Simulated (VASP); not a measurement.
Set up this calculation in VASP 6.6.1, as the native input.

- Task: single point
- Functional: PBE
- Dispersion: D3(BJ)
- Potentials or basis: VASP PAW PBE potentials, release 64 (Ge_d)
- Cutoff: 520 eV
- k mesh: 6 × 6 × 6
- Occupations: gaussian, width 0.01 eV
- Spin: no spin polarisation
- Dipole correction: no
- Further INCAR settings: ALGO = Normal; EDIFF = 1e-07; NBANDS = 21

The structure of Ge lies in POSCAR:

```
Ge
1.0
    0.0000000000      2.8289100000      2.8289100000
    2.8289100000      0.0000000000      2.8289100000
    2.8289100000      2.8289100000      0.0000000000
Ge
2
Direct
    0.0000000000      0.0000000000      0.0000000000
    0.2500000000      0.2500000000      0.2500000000
```

The input as run:

INCAR

```
SYSTEM = Ge
ALGO = Normal ; EDIFF = 1E-7
ENCUT = 520 ; GGA = PE
ISIF = 2 ; ISMEAR = 0
IVDW = 12 ; LASPH = .TRUE.
LCHARG = .FALSE. ; LREAL = .FALSE.
LWAVE = .FALSE. ; NBANDS = 21
NELM = 100 ; PREC = Accurate
SIGMA = 0.01
```

KPOINTS

```
k-points
0
G
  6 6 6
  0 0 0
```

Potentials or basis: VASP PAW PBE potentials, release 64 (Ge_d).

Launch:

```console
$ cat potpaw_PBE.64/Ge_d/POTCAR > POTCAR
$ mpirun -np 1 vasp_std > vasp.out
```

It gave:

* Pressure: 1.2 GPa
* Band gap on the k mesh: 0.04 eV, direct
* Dispersion energy per atom: -0.297 eV

Wall time 34 s on 1 thread of AMD EPYC 7R13, with other jobs on the host, peak memory 0.14 GiB.
